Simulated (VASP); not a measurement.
Input of a VASP 6.6.1 run:

The input INCAR:

```
PREC = Accurate ; ENCUT = 520
EDIFF = 1E-6 ; ISMEAR = -1
SIGMA = 0.1 ; LREAL = False
LASPH = True ; NELM = 60
ALGO = Normal ; ISIF = 2
LWAVE = False ; LCHARG = False
GGA = PS ; NBANDS = 20
```

File KPOINTS:

```
regular mesh
0
Gamma
  11 11 11
```

Contents of POSCAR:

```
Nb
1.0
    0.0000000000      2.9067478017      2.9067478017
    2.9067478017      0.0000000000      2.9067478017
    2.9067478017      2.9067478017      0.0000000000
Nb
2
Direct
    0.1250000000      0.1250000000      0.1250000000
    0.8750000000      0.8750000000      0.8750000000
```

Potentials or basis: VASP PAW PBE potentials, release 64 (Nb_sv).

Command:

```bash
$ cat potpaw_PBE.64/Nb_sv/POTCAR > POTCAR
$ mpirun -np 1 vasp_std > vasp.out
```

(1) What does it give for the pressure?

(2) Predict the band gap on the k mesh.

## Answers

(1) 0.0 GPa.

(2) zero (bands 13 and 14 overlap by 1.22 eV).

Caveat: the PAW data sets were made with another functional, which shifts forces and pressure a little.
